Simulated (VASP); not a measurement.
The system is NaP6.

```
Na P
1.0
     0.00000    4.91399    4.91399
     4.91399    0.00000    4.91399
     4.91399    4.91399    0.00000
Na P
1 6
Direct
  0.00000 0.00000 0.00000
  0.75000 0.25000 0.25000
  0.25000 0.75000 0.75000
  0.25000 0.75000 0.25000
  0.75000 0.25000 0.75000
  0.25000 0.25000 0.75000
  0.75000 0.75000 0.25000
```

This cell differs from its parent crystal: atoms taken out.

```yaml
Program: VASP 6.6.1
Task: relaxation of cell and atoms
Functional: PBE
Potentials_or_basis: VASP PAW PBE potentials, release 64 (Na_pv, P)
Cutoff: 600 eV
k_mesh: 4 × 4 × 4
Occupations: gaussian, width 0.1 eV
Spin: no spin polarisation
```

At the start: pressure -6.1 GPa; volume 33.90 Å³/atom.

**Question.** How do energy, volume and symmetry change on relaxing?

**Answer.** Over 18 steps the energy falls by 1614.4 meV/atom and the volume is 26.97 Å³/atom (-20.4 %); space group Fm-3m (No. 225, to 0.1 Å) before and after.

Step by step:
| step | energy change (eV) | largest force (eV/Å) | pressure (GPa) | volume (Å³) |
| --- | --- | --- | --- | --- |
| 1 | 0.0000 | 1.6513 | -6.10 | 237.32 |
| 2 | -2.5916 | 2.7707 | -5.62 | 195.71 |
| 3 | -5.2348 | 3.1459 | 30.57 | 109.75 |
| 4 | -5.3097 | 4.3514 | 1.45 | 146.92 |
| 5 | -5.9845 | 4.5807 | 8.88 | 129.97 |
| 6 | -5.9151 | 4.2156 | 17.14 | 119.94 |
| 7 | -6.3748 | 3.2520 | 23.84 | 115.36 |
| 8 | -6.4119 | 2.4096 | 28.62 | 112.77 |
| 9 | -7.3628 | 1.7647 | 24.52 | 116.76 |
| 10 | -9.3086 | 0.1839 | 16.04 | 129.31 |
| 11 | -10.5065 | 2.2299 | 10.44 | 157.02 |
| 12 | -11.1622 | 0.2902 | 3.05 | 168.50 |
| 13 | -11.2171 | 0.3699 | 0.58 | 173.73 |
| 14 | -11.2173 | 0.3299 | 0.74 | 173.38 |
| 15 | -11.2311 | 0.3031 | 0.65 | 174.63 |
| 16 | -11.2644 | 0.2242 | 0.40 | 178.42 |
| 17 | -11.2980 | 0.0710 | 0.05 | 186.16 |
| 18 | -11.3006 | 0.0227 | -0.03 | 188.81 |

Final structure:
```cif
data_structure
_symmetry_space_group_name_H-M 'P 1'
_symmetry_Int_Tables_number 1
_cell_length_a 6.4394
_cell_length_b 6.4394
_cell_length_c 6.4394
_cell_angle_alpha 60.000
_cell_angle_beta 60.000
_cell_angle_gamma 60.000
_cell_volume 188.81
loop_
_atom_site_label
_atom_site_type_symbol
_atom_site_fract_x
_atom_site_fract_y
_atom_site_fract_z
_atom_site_occupancy
Na1 Na 0.00000 0.00000 0.00000 1
P1 P 0.68339 0.31661 0.31661 1
P2 P 0.31661 0.68339 0.68339 1
P3 P 0.31661 0.68339 0.31661 1
P4 P 0.68339 0.31661 0.68339 1
P5 P 0.31661 0.31661 0.68339 1
P6 P 0.68339 0.68339 0.31661 1
```

Caveat: the cell differs from its parent crystal (atoms taken out); the volume moved by over 15 % at a fixed basis, so the end points are rough.
